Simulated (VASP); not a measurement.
## Si2C: relaxation of cell and atoms with PBE

Crystal: Si2C.

```
Si C
1.0
     2.96699    0.00000    0.00000
    -1.48349    2.56949    0.00000
     0.00000    0.00000    4.24455
Si C
2 1
Direct
  0.33333 0.66667 0.72476
  0.66667 0.33333 0.27524
  0.00000 0.00000 0.00000
```

| Item | Value |
| --- | --- |
| Program | VASP 6.6.1 |
| Task | relaxation of cell and atoms |
| Functional | PBE |
| Potentials or basis | VASP PAW PBE potentials, release 64 (Si, C) |
| Cutoff | 600 eV |
| k mesh | 18 × 18 × 12 |
| Occupations | gaussian, width 0.1 eV |
| Spin | no spin polarisation |
| Dipole correction | no |
| Further INCAR settings | ALGO = Normal; EDIFF = 1e-06; IBRION = 2; EDIFFG = -0.01; NSW = 100; ISIF = 3 |

```
Relaxed volume                         : 10.79 Å³/atom
Relaxed cell                           : a = 2.962 Å, b = 2.962 Å, c = 4.261 Å, α = 90.00°, β = 90.00°, γ = 120.00°
Space group after relaxing (to 0.05 Å) : P-3m1 (No. 164)
Energy gained by relaxing              : 0.2 meV/atom
Ionic steps                            : 5
Pressure after relaxing                : 0.0 GPa
Band gap on the k mesh                 : zero (band 6 reaches 15.42 eV, above the bottom of band 7 at 9.31 eV)
```

Step by step:
| step | energy change (eV) | largest force (eV/Å) | pressure (GPa) | volume (Å³) |
| --- | --- | --- | --- | --- |
| 1 | 0.0000 | 0.0040 | 0.19 | 32.36 |
| 2 | -0.0005 | 0.0599 | -0.27 | 32.42 |
| 3 | -0.0005 | 0.0516 | -0.19 | 32.41 |
| 4 | -0.0006 | 0.0169 | 0.09 | 32.37 |
| 5 | -0.0006 | 0.0012 | 0.03 | 32.38 |

Final structure:
```cif
data_structure
_symmetry_space_group_name_H-M 'P 1'
_symmetry_Int_Tables_number 1
_cell_length_a 2.9620
_cell_length_b 2.9620
_cell_length_c 4.2613
_cell_angle_alpha 90.000
_cell_angle_beta 90.000
_cell_angle_gamma 120.000
_cell_volume 32.38
loop_
_atom_site_label
_atom_site_type_symbol
_atom_site_fract_x
_atom_site_fract_y
_atom_site_fract_z
_atom_site_occupancy
Si1 Si 0.33333 0.66667 0.72523 1
Si2 Si 0.66667 0.33333 0.27477 1
C1 C 0.00000 0.00000 0.00000 1
```

Levels at points of the mesh, in eV from the Fermi level:
```tsv
k point	band 4	band 5	band 6	band 7	band 8	band 9
(0.00, 0.00, 0.00)	-1.85	-1.85	3.79	3.79	4.56	6.22
(0.50, 0.00, 0.00)	-4.60	-4.26	-4.21	-2.13	1.34	4.14
(0.00, 0.00, 0.50)	-1.71	-1.71	1.20	5.08	5.26	5.26
(0.50, 0.00, 0.50)	-8.16	-3.93	-0.25	0.99	1.47	5.60
```

It took 120 s on 1 thread of Intel(R) Xeon(R) Platinum 8559C (Emerald Rapids), on a shared host, peak memory 0.28 GiB.
